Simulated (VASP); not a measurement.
# AgAuC4N4 (P-43m) in VASP: single point with PBE

Aim: the single point of AgAuC4N4 with PBE.

All numbers are computed with VASP 6.6.1; they aren't measurements. Logs are shortened: lines on timing, memory, paths and dates and some standing lists are left out, and cuts for length are marked.

## 1. The cell of the first run

The structure is cubic, space group P-43m (No. 215). Conventional cell: a = 6.248 Å, b = 6.248 Å, c = 6.248 Å, α = 90.00°, β = 90.00°, γ = 90.00°. Ag (site symmetry -43m) has 4 N at 2.17 Å within 2.9 Å. Within 1.6 Å of C (site symmetry 3m) lie 1 N at 1.17 Å. Au (site symmetry -43m) has 4 C at 2.07 Å within 2.7 Å. N (site symmetry 3m) has 1 C at 1.17 Å within 1.6 Å.

## 2. Single point, PBE, collinear spin

Contents of INCAR:

```
PREC = Accurate
ENCUT = 520
EDIFF = 1E-6
ISMEAR = 0
SIGMA = 0.1
LREAL = False
LASPH = True
NELM = 150
ALGO = Normal
ISIF = 2
LWAVE = False
LCHARG = True
ISPIN = 2
MAGMOM = 1 0 0 0 0 1 0 0 0 0
LORBIT = 11
LMAXMIX = 4
GGA = PE
LELF = True
LVHAR = True
NBANDS = 44
```

Contents of KPOINTS:

```
regular mesh
0
Gamma
  4 4 4
```

Contents of POSCAR:

```
AgAuC4N4
1.0
    6.2479064050      0.0000000000      0.0000000000
    0.0000000000      6.2479064050      0.0000000000
    0.0000000000      0.0000000000      6.2479064050
Ag C Au N
1 4 1 4
Direct
    0.5000000000      0.5000000000      0.5000000000
    0.1916304508      0.1916304508      0.1916304508
    0.1916304508      0.8083695492      0.8083695492
    0.8083695492      0.1916304508      0.8083695492
    0.8083695492      0.8083695492      0.1916304508
    0.0000000000      0.0000000000      0.0000000000
    0.2998639532      0.2998639532      0.2998639532
    0.2998639532      0.7001360468      0.7001360468
    0.7001360468      0.2998639532      0.7001360468
    0.7001360468      0.7001360468      0.2998639532
```

Potentials or basis: VASP PAW PBE potentials, release 64 (Ag, C, Au, N).

Started as:

```bash
$ cat potpaw_PBE.64/Ag/POTCAR potpaw_PBE.64/C/POTCAR potpaw_PBE.64/Au/POTCAR potpaw_PBE.64/N/POTCAR > POTCAR
$ mpirun -np 1 vasp_std > vasp.out
```

OUTCAR:

```text
PREC = Accurate
   ENCUT = 520
   EDIFF = 1E-6
   ISMEAR = 0
   LREAL = False
   LASPH = True
   NELM = 150
   ISIF = 2
   ISPIN = 2
   LORBIT = 11
   GGA = PE

 ion  position               nearest neighbor table
   1  0.500  0.500  0.500-   7 2.17   8 2.17   9 2.17  10 2.17
   2  0.192  0.192  0.192-   7 1.17   6 2.07
   3  0.192  0.808  0.808-   8 1.17   6 2.07
   4  0.808  0.192  0.808-   9 1.17   6 2.07
   5  0.808  0.808  0.192-  10 1.17   6 2.07
   6  0.000  0.000  0.000-   2 2.07   3 2.07   4 2.07   5 2.07
   7  0.300  0.300  0.300-   2 1.17   1 2.17
   8  0.300  0.700  0.700-   3 1.17   1 2.17
   9  0.700  0.300  0.700-   4 1.17   1 2.17
  10  0.700  0.700  0.300-   5 1.17   1 2.17

  LATTYP: Found a simple cubic cell.
 ALAT       =     6.2479064050

  Lattice vectors:

 A1 = (   6.2479064050,   0.0000000000,   0.0000000000)
 A2 = (   0.0000000000,   6.2479064050,   0.0000000000)
 A3 = (   0.0000000000,   0.0000000000,   6.2479064050)

Analysis of symmetry for initial positions (statically):
=====================================================================
 Subroutine PRICEL returns:
 Original cell was already a primitive cell.

 Routine SETGRP: Setting up the symmetry group for a
 simple cubic supercell.

 Subroutine GETGRP returns: Found 24 space group operations
 (whereof 24 operations were pure point group operations)
 out of a pool of 48 trial point group operations.

The static configuration has the point symmetry T_d .

Analysis of symmetry for dynamics (positions and initial velocities):
=====================================================================
 Subroutine PRICEL returns:
 Original cell was already a primitive cell.

 Routine SETGRP: Setting up the symmetry group for a
 simple cubic supercell.

 Subroutine GETGRP returns: Found 24 space group operations
 (whereof 24 operations were pure point group operations)
 out of a pool of 48 trial point group operations.

The dynamic configuration has the point symmetry T_d .

Analysis of structural, dynamic, and magnetic symmetry:
=====================================================================
 Subroutine PRICEL returns:
 Original cell was already a primitive cell.

 Routine SETGRP: Setting up the symmetry group for a
 simple cubic supercell.
[... 150 lines left out ...]
  ---------------------------------------------------
  free energy    TOTEN  =       -67.45225878 eV

  energy without entropy =      -67.40933402  energy(sigma->0) =      -67.43079640

 E-fermi :  -2.3180     XC(G=0):  -6.7637

 val. band max:       -2.3692474417   @ k =   0.5000   0.2500   0.0000
 cond. band min:      -2.2860726539   @ k =   0.2500   0.2500   0.0000
 fundamental gap:      0.0831747879
 Fermi energy:        -2.3180199839

 spin component 1

 k-point     1 :       0.0000    0.0000    0.0000
  band No.  band energies     occupation
      1     -18.9289      1.00000
      2     -18.8664      1.00000
      3     -18.8664      1.00000
      4     -18.8664      1.00000
      5      -9.6922      1.00000
      6      -9.1307      1.00000
[... 429 lines left out ...]
     40       5.6885      0.00000
     41       5.6885      0.00000
 Fermi energy:        -2.3180199839

 spin component 2

 k-point     1 :       0.0000    0.0000    0.0000
  band No.  band energies     occupation
      1     -18.7744      1.00000
      2     -18.7111      1.00000
      3     -18.7111      1.00000
      4     -18.7111      1.00000
      5      -9.4430      1.00000
      6      -8.8535      1.00000
[... 429 lines left out ...]
     40       5.7611      0.00000
     41       5.7611      0.00000
 [bands above 41 left out]

------------------------ aborting loop because EDIFF is reached ----------------------------------------

  FORCE on cell =-STRESS in cart. coord.  units (eV):
  Direction    XX          YY          ZZ          XY          YZ          ZX
  --------------------------------------------------------------------------------------
  -------------------------------------------------------------------------------------
  Total        0.6123581      0.6123581      0.6123581      0.0000000     -0.0000000      0.0000000
  in kB        4.0226525      4.0226525      4.0226525      0.0000000     -0.0000000      0.0000000
  external PRESSURE =       4.0226525 kB  Pullay stress =       0.0000000 kB

 VOLUME and BASIS-vectors are now :
 -----------------------------------------------------------------------------
  energy-cutoff  :      520.00
  volume of cell :      243.90
      direct lattice vectors                 reciprocal lattice vectors
     6.247906405  0.000000000  0.000000000     0.160053614  0.000000000  0.000000000
     0.000000000  6.247906405  0.000000000     0.000000000  0.160053614  0.000000000
     0.000000000  0.000000000  6.247906405     0.000000000  0.000000000  0.160053614

 POSITION                                       TOTAL-FORCE (eV/Angst)
 -----------------------------------------------------------------------------------
      3.12395      3.12395      3.12395        -0.000000     -0.000000     -0.000000
      1.19729      1.19729      1.19729        -0.147436     -0.147436     -0.147436
      1.19729      5.05062      5.05062        -0.147436      0.147436      0.147436
      5.05062      1.19729      5.05062         0.147436     -0.147436      0.147436
      5.05062      5.05062      1.19729         0.147436      0.147436     -0.147436
      0.00000      0.00000      0.00000        -0.000000     -0.000000     -0.000000
      1.87352      1.87352      1.87352         0.131916      0.131916      0.131916
      1.87352      4.37438      4.37438         0.131916     -0.131916     -0.131916
      4.37438      1.87352      4.37438        -0.131916      0.131916     -0.131916
      4.37438      4.37438      1.87352        -0.131916     -0.131916      0.131916
 -----------------------------------------------------------------------------------
    total drift:                                0.000000      0.000000      0.000000

  FREE ENERGIE OF THE ION-ELECTRON SYSTEM (eV)
  ---------------------------------------------------
  free  energy   TOTEN  =       -67.4522587764 eV

  energy  without entropy=      -67.4093340170  energy(sigma->0) =      -67.43079640

 total charge

# of ion       s       p       d       tot
------------------------------------------
    1        0.291   0.333   9.100   9.723
    2        0.952   1.609   0.000   2.560
    3        0.952   1.609   0.000   2.560
    4        0.952   1.609   0.000   2.560
    5        0.952   1.609   0.000   2.560
    6        0.605   0.661   8.501   9.768
    7        1.312   2.533   0.000   3.845
    8        1.312   2.533   0.000   3.845
    9        1.312   2.533   0.000   3.845
   10        1.312   2.533   0.000   3.845
--------------------------------------------------
tot          9.951  17.560  17.601  45.112

 magnetization (x)

# of ion       s       p       d       tot
------------------------------------------
    1       -0.002   0.018   0.271   0.288
    2        0.013   0.060   0.000   0.074
    3        0.013   0.060   0.000   0.074
    4        0.013   0.060   0.000   0.074
    5        0.013   0.060   0.000   0.074
    6       -0.001   0.106   0.372   0.477
    7        0.003   0.082   0.000   0.085
    8        0.003   0.082   0.000   0.085
    9        0.003   0.082   0.000   0.085
   10        0.003   0.082   0.000   0.085
--------------------------------------------------
tot          0.064   0.694   0.643   1.400
```

OSZICAR:

```text
N       E                     dE             d eps       ncg     rms          rms(c)
DAV:   1     0.355436199508E+03    0.35544E+03   -0.25961E+04  1760   0.112E+03
DAV:   2    -0.433493273121E+02   -0.39879E+03   -0.38542E+03  2220   0.262E+02
DAV:   3    -0.797921661429E+02   -0.36443E+02   -0.35756E+02  2136   0.795E+01
DAV:   4    -0.805348621478E+02   -0.74270E+00   -0.73994E+00  2104   0.132E+01
DAV:   5    -0.805453276922E+02   -0.10466E-01   -0.10463E-01  2144   0.149E+00    0.276E+01
DAV:   6    -0.698849453385E+02    0.10660E+02   -0.49347E+01  1936   0.473E+01    0.363E+01
DAV:   7    -0.680311523205E+02    0.18538E+01   -0.16732E+01  1884   0.229E+01    0.167E+01
DAV:   8    -0.676470445830E+02    0.38411E+00   -0.41576E+00  1864   0.173E+01    0.101E+01
DAV:   9    -0.675222903334E+02    0.12475E+00   -0.32758E+00  2000   0.982E+00    0.403E+00
DAV:  10    -0.674510765409E+02    0.71214E-01   -0.51126E-01  2036   0.442E+00    0.105E+00
DAV:  11    -0.674524029169E+02   -0.13264E-02   -0.22424E-02  2060   0.838E-01    0.596E-01
DAV:  12    -0.674520541214E+02    0.34880E-03   -0.44623E-03  1924   0.409E-01    0.176E-01
DAV:  13    -0.674522063259E+02   -0.15220E-03   -0.40070E-04  2112   0.115E-01    0.951E-02
DAV:  14    -0.674522432136E+02   -0.36888E-04   -0.11551E-04  1888   0.642E-02    0.414E-02
DAV:  15    -0.674522559426E+02   -0.12729E-04   -0.35682E-05  1928   0.325E-02    0.136E-02
DAV:  16    -0.674522584425E+02   -0.24999E-05   -0.36090E-06  1948   0.115E-02    0.459E-03
DAV:  17    -0.674522587764E+02   -0.33391E-06   -0.68027E-07  1304   0.489E-03
   1 F= -.67452259E+02 E0= -.67430796E+02  d E =-.429248E-01  mag=     1.7401
```

Wall time 3.7 min (1 thread of AMD EPYC 7R13, shared host); peak memory 0.49 GiB.

Results:

- Free energy: -67.4523 eV
- Pressure: 0.4 GPa
- Largest force: 0.255 eV/Å
- Net moment: 1.74 μB per cell
- Site moments: Ag +0.29; C +0.07; Au +0.48; N +0.09 μB
- Valence electrons inside the program's atomic spheres: Ag 9.72; C 2.56; Au 9.77; N 3.85

Forces on the atoms (eV/Å):
```
Ag   0.000  0.000  0.000
C   -0.147 -0.147 -0.147
C   -0.147  0.147  0.147
C    0.147 -0.147  0.147
C    0.147  0.147 -0.147
Au   0.000  0.000  0.000
N    0.132  0.132  0.132
N    0.132 -0.132 -0.132
N   -0.132  0.132 -0.132
N   -0.132 -0.132  0.132
```

Caveat: a moment this small can come from the mesh or the smearing; spin-orbit coupling is left out, which moves the levels of the heavy elements.
